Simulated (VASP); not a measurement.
The system is GaW2.

```
CELL_PARAMETERS angstrom
0.00000 2.89562 2.89562
2.89562 0.00000 2.89562
2.89562 2.89562 0.00000
ATOMIC_POSITIONS crystal
Ga 0.00000 0.00000 0.00000
W 0.25000 0.25000 0.25000
W 0.75000 0.75000 0.75000
```

| Property | Result |
| --- | --- |
| Program | VASP 6.6.1 |
| Task | relaxation of cell and atoms |
| Functional | PBE |
| Potentials or basis | VASP PAW PBE potentials, release 64 (Ga_d, W_sv) |
| Cutoff | 600 eV |
| k mesh | 6 × 6 × 6 |
| Occupations | gaussian, width 0.1 eV |
| Spin | no spin polarisation |

At the start: pressure 19.1 GPa; volume 16.19 Å³/atom.

Q: How do energy, volume and symmetry change on relaxing?

A: Over 4 steps the energy falls by 77.8 meV/atom and the volume is 17.60 Å³/atom (+8.8 %); space group Fm-3m (No. 225, to 0.1 Å) before and after.

The path:
```csv
step,energy change (eV),largest force (eV/Å),pressure (GPa),volume (Å³)
1,0.0000,0.0000,19.08,48.56
2,0.6765,0.0000,-23.28,63.40
3,-0.2325,0.0000,-1.02,53.07
4,-0.2334,0.0000,-0.09,52.81
```

Final structure:
```
Ga W
1.0
     0.00000    2.97788    2.97788
     2.97788    0.00000    2.97788
     2.97788    2.97788    0.00000
Ga W
1 2
Direct
  0.00000 0.00000 0.00000
  0.25000 0.25000 0.25000
  0.75000 0.75000 0.75000
```

Caveat: the highest band is partly filled, so the run has too few bands.
